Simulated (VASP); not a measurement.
Wanted: the native input for a VASP 6.6.1 run.

| Quantity | Value |
| --- | --- |
| Task | single point |
| Functional | r2SCAN |
| Dispersion | rVV10 |
| Potentials or basis | VASP PAW PBE potentials, release 64 (Rb_sv) |
| Cutoff | 550 eV |
| k mesh | 7 × 7 × 7 |
| Occupations | fermi-dirac, width 0.01 eV |
| Spin | no spin polarisation |
| Dipole correction | no |
| Further INCAR settings | ALGO = Normal; EDIFF = 1e-06; NBANDS = 10 |

Crystal: Rb.

```
CELL_PARAMETERS angstrom
-2.95451 2.95451 2.73085
2.95451 -2.95451 2.73085
2.95451 2.95451 -2.73085
ATOMIC_POSITIONS crystal
Rb 0.00000 0.00000 0.00000
```

These files were run (other wordings do the same):

POSCAR

```
Rb
1.0
   -2.9545118600      2.9545118600      2.7308451950
    2.9545118600     -2.9545118600      2.7308451950
    2.9545118600      2.9545118600     -2.7308451950
Rb
1
Direct
    0.0000000000      0.0000000000      0.0000000000
```

INCAR.step1

```
SYSTEM = Rb
PREC = Accurate
ENCUT = 550
ISMEAR = -1
SIGMA = 0.01
LREAL = .FALSE.
LASPH = .TRUE.
NELM = 120
NBANDS = 10
GGA = PE
ALGO = Normal
EDIFF = 1E-5
LWAVE = .TRUE.
LCHARG = .FALSE.
GGA_COMPAT = .FALSE.
```

INCAR.step2

```
SYSTEM = Rb
PREC = Accurate
ENCUT = 550
EDIFF = 1E-6
ISMEAR = -1
SIGMA = 0.01
LREAL = .FALSE.
LASPH = .TRUE.
NELM = 120
ALGO = Normal
ISIF = 2
LWAVE = .FALSE.
LCHARG = .FALSE.
METAGGA = R2SCAN
LMIXTAU = .TRUE.
LUSE_VDW = .TRUE.
IVDW_NL = 2
BPARAM = 11.95
CPARAM = 0.0093
NBANDS = 10
ISTART = 1
GGA_COMPAT = .FALSE.
```

KPOINTS

```
Automatic mesh
0
G
  7 7 7
  0 0 0
```

Potentials or basis: VASP PAW PBE potentials, release 64 (Rb_sv).

Launch:

```console
$ cat potpaw_PBE.64/Rb_sv/POTCAR > POTCAR
$ cp INCAR.step1 INCAR
$ mpirun -np 1 vasp_std > vasp.out
$ cp INCAR.step2 INCAR
$ mpirun -np 1 vasp_std > vasp.out
```

It gave:

- Pressure: -0.1 GPa
- Band gap on the k mesh: zero (an odd number of electrons rules out a gap without spin polarisation)

Caveat: the PAW data sets were made with another functional, which shifts forces and pressure a little.

It took 3.3 min on 1 thread of Intel(R) Xeon(R) Platinum 8488C (Sapphire Rapids), on a shared host, peak memory 0.5 GiB.
